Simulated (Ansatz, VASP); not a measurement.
One calculation of S, two programs

File INCAR:

```
PREC = Accurate
ENCUT = 520
EDIFF = 1E-7
ISMEAR = 0
SIGMA = 0.1
LREAL = F
LASPH = T
NELM = 80
ALGO = Normal
ISIF = 2
LWAVE = F
LCHARG = F
GGA = PE
NBANDS = 27
```

The input KPOINTS:

```
Automatic mesh
0
Gamma
  6 6 6
```

The input POSCAR:

```
S
1.0
    5.3830001089      3.1078765619      1.4083300000
   -5.3830001089      3.1078765619      1.4083300000
    0.0000000000     -6.2157531238      1.4083300000
S
6
Direct
    0.5845000000      0.3510000000      0.2465000000
    0.2465000000      0.5845000000      0.3510000000
    0.3510000000      0.2465000000      0.5845000000
    0.4155000000      0.6490000000      0.7535000000
    0.7535000000      0.4155000000      0.6490000000
    0.6490000000      0.7535000000      0.4155000000
```

Input for Ansatz:

```yaml
crystal:
  lattice:
    - [5.3830001089, 3.1078765619, 1.40833]
    - [-5.3830001089, 3.1078765619, 1.40833]
    - [0.0, -6.2157531238, 1.40833]
  atoms:
    - { symbol: S, position: [0.5845, 0.351, 0.2465] }
    - { symbol: S, position: [0.2465, 0.5845, 0.351] }
    - { symbol: S, position: [0.351, 0.2465, 0.5845] }
    - { symbol: S, position: [0.4155, 0.649, 0.7535] }
    - { symbol: S, position: [0.7535, 0.4155, 0.649] }
    - { symbol: S, position: [0.649, 0.7535, 0.4155] }
basis:
  ecutwfc: 420
kpoints:
  mp_grid: { grid: [6, 6, 6] }
hamiltonian:
  xc: pbe
scf:
  occupations: { method: gaussian, width: 0.1 }
  lower_state_search: "off"
output:
  forces: true
  stress: true
  eigenvalues: true
```

Alike in both runs: task single point; functional PBE; k mesh 6 × 6 × 6; occupations gaussian, width 0.1 eV; no spin polarisation.

|  | VASP | Ansatz |
| --- | --- | --- |
| version | VASP 6.6.1 | Ansatz 0.2.0 |
| potentials or method | VASP PAW PBE potentials, release 64 (S), cutoff 520 eV | scalar-relativistic, plane waves, PAW |
| valence electrons in the cell | 36 | 36 |

Ansatz gave:

| Quantity | Value |
| --- | --- |
| gap on the k mesh at the Fermi level (eV) | 1.96 |
| least direct gap on the mesh (eV) | 2.04 |
| pressure (GPa) | 2.4 |
| traceless stress, the component that is largest in VASP (GPa) | -0.31 |
| rms of the force components (eV/Å) | 0.134 |

Estimate VASP's values.

gap on the k mesh at the Fermi level (eV): 2.01; least direct gap on the mesh (eV): 2.09; pressure (GPa): 1.8; traceless stress, the component that is largest in VASP (GPa): -0.07; rms of the force components (eV/Å): 0.060.

Atom by atom the forces differ by 0.082 eV/Å (rms over components).
